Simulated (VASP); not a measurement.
Set up this calculation in VASP 6.6.1, as the native input.

| Item | Value |
| --- | --- |
| Task | single point |
| Functional | LDA |
| Potentials or basis | VASP PAW LDA potentials, release 64 (N, C, H) |
| Cutoff | 520 eV |
| k mesh | 7 × 7 × 7 |
| Occupations | fermi-dirac, width 0.1 eV |
| Spin | no spin polarisation |
| Dipole correction | no |
| Further INCAR settings | ALGO = Normal; EDIFF = 1e-06; NBANDS = 12 |

The structure of HCN lies in POSCAR:

```
HCN
1.0
   -2.3160580000      2.3160580000      2.1599010000
    2.3160580000     -2.3160580000      2.1599010000
    2.3160580000      2.3160580000     -2.1599010000
N C H
1 1 1
Direct
    0.2719290000      0.2719290000      0.0000000000
    0.0036740000      0.0036740000      0.0000000000
    0.7520970000      0.7520970000      0.0000000000
```

One way to write it, as run:

INCAR

```
SYSTEM = HCN
PREC = Accurate
ENCUT = 520
EDIFF = 1E-6
ISMEAR = -1
SIGMA = 0.1
LREAL = .False.
LASPH = .True.
NELM = 60
ALGO = Normal
ISIF = 2
LWAVE = .False.
LCHARG = .False.
GGA = CA
NBANDS = 12
```

KPOINTS

```
Automatic mesh
0
Gamma
  7 7 7
  0 0 0
```

Potentials or basis: VASP PAW LDA potentials, release 64 (N, C, H).

Launch:

```sh
$ cat potpaw_LDA.64/N/POTCAR potpaw_LDA.64/C/POTCAR potpaw_LDA.64/H/POTCAR > POTCAR
$ mpirun -np 1 vasp_std > vasp.out
```

It gave:

```yaml
Pressure: -1.9 GPa
Largest_force: 1.031 eV/Å
Band_gap_on_the_k_mesh: 6.69 eV, indirect (least direct gap 6.91 eV)
```

Caveat: forces of over 1 eV/Å act on the atoms, so gaps and moduli don't describe the material at rest.

It took 8.7 s on 1 thread of Intel(R) Xeon(R) 6975P-C (Granite Rapids) (shared host), peak memory 0.15 GiB.
